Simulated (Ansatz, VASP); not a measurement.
# SrTiO3: VASP beside Ansatz

```xyz
5
Lattice="3.9050 -0.0586 -0.0586 -0.0586 3.9050 -0.0586 -0.0586 -0.0586 3.9050" Properties=species:S:1:pos:R:3 pbc="T T T"
Sr    0.0000    0.0000    0.0000
Ti    1.8939    1.8939    1.8939
O    -0.0586    1.9232    1.9232
O     1.9232   -0.0586    1.9232
O     1.9232    1.9232   -0.0586
```

Change from the starting cell: equal xy, yz and zx shear strains of -3 %.

Alike in both runs: task single point; functional PBEsol; k mesh 7 × 7 × 7; occupations fermi-dirac, width 0.05 eV; no spin polarisation.

```csv
,VASP,Ansatz
version,VASP 6.6.1,Ansatz 0.2.0
potentials or method,"VASP PAW PBE potentials, release 64 (Sr_sv, Ti_sv, O), cutoff 520 eV","all-electron LAPW, scalar-relativistic"
```

|  | VASP | Ansatz | Ansatz less VASP |
| --- | --- | --- | --- |
| pressure (GPa) | -1.1 | -1.7 | -0.67 |
| traceless stress, the component that is largest in VASP (GPa) | 3.45 | 3.43 | -0.011 |

VASP's potentials were made for PBE, not for PBEsol. Ansatz ran all-electron here, and VASP with PAW potentials.
